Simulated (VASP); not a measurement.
A run of VASP 6.6.1 is set up as follows.

Contents of INCAR:

```
ALGO     = Normal         # electronic algorithm
EDIFF    = 1E-6           # SCF threshold, eV
ENCUT    = 520            # plane-wave cutoff, eV
GGA      = PS             # functional
ISIF     = 2              # what is computed and relaxed
ISMEAR   = 1              # smearing method
LASPH    = T              # aspherical terms in the spheres
LCHARG   = F              # write CHGCAR
LREAL    = F              # projectors in reciprocal space
LWAVE    = F              # write WAVECAR
NBANDS   = 11             # bands
NELM     = 60             # most SCF steps
PREC     = Accurate       # precision mode
SIGMA    = 0.0673         # smearing width, eV
```

KPOINTS

```
k-points
0
Gamma
  6 6 4
```

Contents of POSCAR:

```
C
1.0
    2.4564550000      0.0000000000      0.0000000000
    1.2281172243      2.1274160971      0.0000000000
   -1.1942913315     -0.6895656941      3.5028296911
C
2
Direct
    0.8333560000      0.8333560000      0.0000930000
    0.1666440000      0.1666440000      0.9999070000
```

Potentials or basis: VASP PAW PBE potentials, release 64 (C).

Run with:

```bash
$ cat potpaw_PBE.64/C/POTCAR > POTCAR
$ mpirun -np 1 vasp_std > vasp.out
```

Question: Predict the largest force.

Answer: 0.056 eV/Å.

Question: What does it give for the pressure?

Answer: 1.6 GPa.

Forces in eV/Å, atoms in the order of the input:
```
C    0.017  0.010  0.052
C   -0.017 -0.010 -0.052
```

Caveat: the k points lie up to 0.50 Å⁻¹ apart; the PAW data sets were made with another functional, which shifts forces and pressure a little; this functional lacks dispersion, which binds the layers, so the pressure and a relaxed spacing across them are unreliable.
